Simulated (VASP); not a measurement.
# V (Im-3m) in VASP: settings compared, part 2 of 2

VASP 6.6.1. The steps go on from the part before.

## Step 4: Single point, LDA, collinear spin, ferromagnetic start (volume scaled by 1.06)

INCAR reads:

```
SYSTEM = V
  PREC = Accurate
  ENCUT = 520
  EDIFF = 1E-6
  ISMEAR = -1
  SIGMA = 0.05
  LREAL = .False.
  LASPH = .True.
  NELM = 150
  ALGO = Normal
  ISIF = 2
  LWAVE = .False.
  LCHARG = .False.
  ISPIN = 2
  MAGMOM = 2
  LORBIT = 11
  LMAXMIX = 4
  NBANDS = 16
```

KPOINTS reads:

```
regular mesh
0
Gamma
  12 12 12
  0 0 0
```

POSCAR reads:

```
V
1.0
   -1.5440506776      1.5440506776      1.5440506776
    1.5440506776     -1.5440506776      1.5440506776
    1.5440506776      1.5440506776     -1.5440506776
V
1
Direct
    0.0000000000      0.0000000000      0.0000000000
```

Command:

```sh
$ cat potpaw_LDA.64/V_sv/POTCAR > POTCAR
$ mpirun -np 1 vasp_std > vasp.out
```

It took 62 s on 1 thread of AMD EPYC 7R13, shared host; peak memory 0.11 GiB.

It converged, with:

```yaml
Free_energy: -9.7640 eV
Pressure: -24.5 GPa
Net_moment: 0.00 μB per cell
Valence_electrons_inside_the_program's_atomic_spheres: V 11.54
```

Levels at points of the mesh, in eV from the Fermi level:
Spin up:
| k point | band 3 | band 4 | band 5 | band 6 | band 7 | band 8 | band 9 | band 10 |
| --- | --- | --- | --- | --- | --- | --- | --- | --- |
| (0.00, 0.00, 0.00) | -36.89 | -36.89 | -6.31 | 0.37 | 0.37 | 0.37 | 2.15 | 2.15 |
| (0.50, 0.00, 0.00) | -37.11 | -36.89 | -2.88 | -0.99 | 1.46 | 2.14 | 2.45 | 3.67 |
| (0.50, 0.50, 0.50) | -37.37 | -37.37 | -2.62 | -2.62 | 3.33 | 3.33 | 3.33 | 9.42 |
Spin down:
| k point | band 2 | band 3 | band 4 | band 5 | band 6 | band 7 | band 8 | band 9 | band 10 | band 11 |
| --- | --- | --- | --- | --- | --- | --- | --- | --- | --- | --- |
| (0.00, 0.00, 0.00) | -36.89 | -36.89 | -36.89 | -6.31 | 0.37 | 0.37 | 0.37 | 2.15 | 2.15 | 19.86 |
| (0.50, 0.00, 0.00) | -37.59 | -37.11 | -36.89 | -2.88 | -0.99 | 1.46 | 2.14 | 2.45 | 3.67 | 9.13 |
| (0.50, 0.50, 0.50) | -37.37 | -37.37 | -37.37 | -2.62 | -2.62 | 3.33 | 3.33 | 3.33 | 9.42 | 9.42 |

Caveat: the cell differs from its parent crystal (volume scaled by 1.06).

## Step 5: Single point, PBE, collinear spin, ferromagnetic start

This run uses another cell than the first one, of 13.89 Å³/atom, 0.980 times its volume.

INCAR reads:

```
SYSTEM = V
PREC     = Accurate       ! precision mode
ENCUT    = 520            ! plane-wave cutoff, eV
EDIFF    = 1E-7           ! SCF threshold, eV
ISMEAR   = -1             ! smearing method
SIGMA    = 0.05           ! smearing width, eV
LREAL    = .FALSE.        ! projectors in reciprocal space
LASPH    = .TRUE.         ! aspherical terms in the spheres
NELM     = 150            ! most SCF steps
ALGO     = Normal         ! electronic algorithm
ISIF     = 2              ! what is computed and relaxed
LWAVE    = .FALSE.        ! write WAVECAR
LCHARG   = .TRUE.         ! write CHGCAR
ISPIN    = 2              ! spin polarisation
MAGMOM   = 2              ! initial moments
LORBIT   = 11             ! projections on sites
LMAXMIX  = 4              ! l up to which the mixer works
GGA      = PE             ! functional
LELF     = .TRUE.         ! ELF
LVHAR    = .TRUE.       
NBANDS   = 16             ! bands
```

KPOINTS reads:

```
Automatic mesh
0
G
  9 9 9
  0 0 0
```

POSCAR reads:

```
V
1.0
   -1.5143500000      1.5143500000      1.5143500000
    1.5143500000     -1.5143500000      1.5143500000
    1.5143500000      1.5143500000     -1.5143500000
V
1
Direct
    0.0000000000      0.0000000000      0.0000000000
```

Potentials or basis: VASP PAW PBE potentials, release 64 (V_sv).

Command:

```sh
$ cat potpaw_PBE.64/V_sv/POTCAR > POTCAR
$ mpirun -np 1 vasp_std > vasp.out
```

OUTCAR:

```text
SYSTEM = V
   PREC = Accurate
   ENCUT = 520
   EDIFF = 1E-7
   ISMEAR = -1
   LREAL = .FALSE.
   LASPH = .TRUE.
   NELM = 150
   ISIF = 2
   ISPIN = 2
   LORBIT = 11
   GGA = PE

 ion  position               nearest neighbor table
   1  0.000  0.000  0.000-

  LATTYP: Found a body centered cubic cell.
 ALAT       =     3.0287000000

  Lattice vectors:

 A1 = (  -1.5143500000,   1.5143500000,   1.5143500000)
 A2 = (   1.5143500000,  -1.5143500000,   1.5143500000)
 A3 = (   1.5143500000,   1.5143500000,  -1.5143500000)
[... 1118 lines left out ...]
  -------------------------------------------------------------------------------------
  Total       -0.4580491     -0.4580491     -0.4580491      0.0000000     -0.0000000      0.0000000
  in kB      -52.8303935    -52.8303935    -52.8303935      0.0000000     -0.0000000      0.0000000
  external PRESSURE =     -52.8303935 kB  Pullay stress =       0.0000000 kB

 VOLUME and BASIS-vectors are now :
 -----------------------------------------------------------------------------
  energy-cutoff  :      520.00
  volume of cell :       13.89
      direct lattice vectors                 reciprocal lattice vectors
    -1.514350000  1.514350000  1.514350000     0.000000000  0.330174662  0.330174662
     1.514350000 -1.514350000  1.514350000     0.330174662  0.000000000  0.330174662
     1.514350000  1.514350000 -1.514350000     0.330174662  0.330174662  0.000000000

 POSITION                                       TOTAL-FORCE (eV/Angst)
 -----------------------------------------------------------------------------------
      0.00000      0.00000      0.00000        -0.000000     -0.000000     -0.000000
 -----------------------------------------------------------------------------------
    total drift:                               -0.000000     -0.000000      0.000000

  FREE ENERGIE OF THE ION-ELECTRON SYSTEM (eV)
  ---------------------------------------------------
  free  energy   TOTEN  =        -8.9880614499 eV

  energy  without entropy=       -8.9693199201  energy(sigma->0) =       -8.97869069

 total charge

# of ion       s       p       d       tot
------------------------------------------
    1        2.331   6.211   3.060  11.602

 magnetization (x)

# of ion       s       p       d       tot
------------------------------------------
    1        0.002   0.013   0.106   0.121
```

OSZICAR:

```text
N       E                     dE             d eps       ncg     rms          rms(c)
DAV:   1     0.949267425579E+02    0.94927E+02   -0.64537E+03  2264   0.886E+02
DAV:   2    -0.820685055226E+01   -0.10313E+03   -0.98817E+02  2440   0.273E+02
DAV:   3    -0.984722612560E+01   -0.16404E+01   -0.16384E+01  2648   0.373E+01
DAV:   4    -0.985383804973E+01   -0.66119E-02   -0.66119E-02  2584   0.249E+00
DAV:   5    -0.985389541624E+01   -0.57367E-04   -0.57368E-04  2648   0.219E-01    0.190E+01
DAV:   6    -0.895923839818E+01    0.89466E+00   -0.18256E+00  2312   0.215E+01    0.256E+00
DAV:   7    -0.898631920012E+01   -0.27081E-01   -0.14026E-01  2456   0.328E+00    0.181E+00
DAV:   8    -0.899016463072E+01   -0.38454E-02   -0.69759E-03  2408   0.103E+00    0.851E-01
DAV:   9    -0.898773948400E+01    0.24251E-02   -0.16128E-03  2576   0.465E-01    0.216E-01
DAV:  10    -0.898800418357E+01   -0.26470E-03   -0.57899E-04  2400   0.274E-01    0.661E-02
DAV:  11    -0.898804333935E+01   -0.39156E-04   -0.80870E-05  2448   0.807E-02    0.295E-02
DAV:  12    -0.898805632782E+01   -0.12988E-04   -0.74841E-06  2464   0.296E-02    0.145E-02
DAV:  13    -0.898805820515E+01   -0.18773E-05   -0.45953E-07  2536   0.724E-03    0.825E-03
DAV:  14    -0.898805991911E+01   -0.17140E-05   -0.60953E-07  2536   0.526E-03    0.514E-03
DAV:  15    -0.898806138851E+01   -0.14694E-05   -0.17981E-06  2504   0.747E-03    0.980E-04
DAV:  16    -0.898806144990E+01   -0.61391E-07   -0.64333E-08  1504   0.219E-03
   1 F= -.89880614E+01 E0= -.89786907E+01  d E =-.187415E-01  mag=     0.1540
```

Wall time 53 s (1 thread of AMD EPYC 7R13, shared host); peak memory 0.1 GiB.

What came out:

| Quantity | Value |
| --- | --- |
| Free energy | -8.9881 eV |
| Pressure | -5.3 GPa |
| Net moment | 0.15 μB per cell |
| Site moments | V +0.12 μB |
| Valence electrons inside the program's atomic spheres | V 11.60 |

Levels at points of the mesh, in eV from the Fermi level:
Spin up:
| k point | band 4 | band 5 | band 6 | band 7 | band 8 | band 9 | band 10 | band 11 |
| --- | --- | --- | --- | --- | --- | --- | --- | --- |
| (0.00, 0.00, 0.00) | -37.19 | -6.62 | 0.30 | 0.30 | 0.30 | 2.27 | 2.27 | 20.14 |
Spin down:
```csv
k point,band 2,band 3,band 4,band 5,band 6,band 7,band 8,band 9,band 10,band 11
"(0.00, 0.00, 0.00)",-37.09,-37.09,-37.09,-6.51,0.43,0.43,0.43,2.33,2.33,20.25
```

## Step 6: Summary

```csv
level,potentials or basis,cell,k mesh,gap on the mesh (eV),pressure (GPa),moment (μB)
LDA,"VASP PAW LDA potentials, release 64 (V_sv)","a = 2.640 Å, angles 109.5°, 1 atom",12 × 12 × 12,none,-20.0,0.00
LDA,"VASP PAW LDA potentials, release 64 (V_sv)","a = 2.657 Å, angles 109.5°, 1 atom",12 × 12 × 12,none,-22.4,0.00
LDA,"VASP PAW LDA potentials, release 64 (V_sv)","a = 2.674 Å, angles 109.5°, 1 atom",12 × 12 × 12,none,-24.5,0.00
PBE,"VASP PAW PBE potentials, release 64 (V_sv)","a = 2.623 Å, angles 109.5°, 1 atom",9 × 9 × 9,none,-5.3,0.15
```

Alike in all rows: task single point; spin collinear, ferromagnetic start; cutoff (eV) 520; smearing fermi-dirac 0.05 eV.

Total energies depend on the potentials used, so only differences within one code and one set of settings carry meaning.
